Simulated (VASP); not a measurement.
NaI:

```
CELL_PARAMETERS angstrom
0.00000 3.22972 3.22972
3.22972 0.00000 3.22972
3.22972 3.22972 0.00000
ATOMIC_POSITIONS crystal
Na 0.00000 0.00000 0.00000
I 0.50000 0.50000 0.50000
```

Base run:

```yaml
Program: VASP 6.6.1
Functional: r2SCAN
Potentials_or_basis: VASP PAW PBE potentials, release 64 (Na_pv, I)
Cutoff: 520 eV
k_mesh: 6 × 6 × 6
Occupations: gaussian, width 0.01 eV
Spin: no spin polarisation
```

Its results: band gap on the k mesh 4.46 eV, direct; pressure -0.1 GPa.

Question: The run is repeated on the same cell with these changes: functional from r2SCAN to PBE-based screened hybrid; k mesh from 6 × 6 × 6 to 4 × 4 × 4. What comes out?

Answer: Band gap on the k mesh 4.14 eV, direct; pressure 0.4 GPa.

Several settings changed at once, so the effect can't be laid on one alone.

Caveats: some runs use coarse meshes; the PAW data sets were made with another functional, which shifts forces and pressure a little; spin-orbit coupling is left out, which moves the levels of the heavy elements.

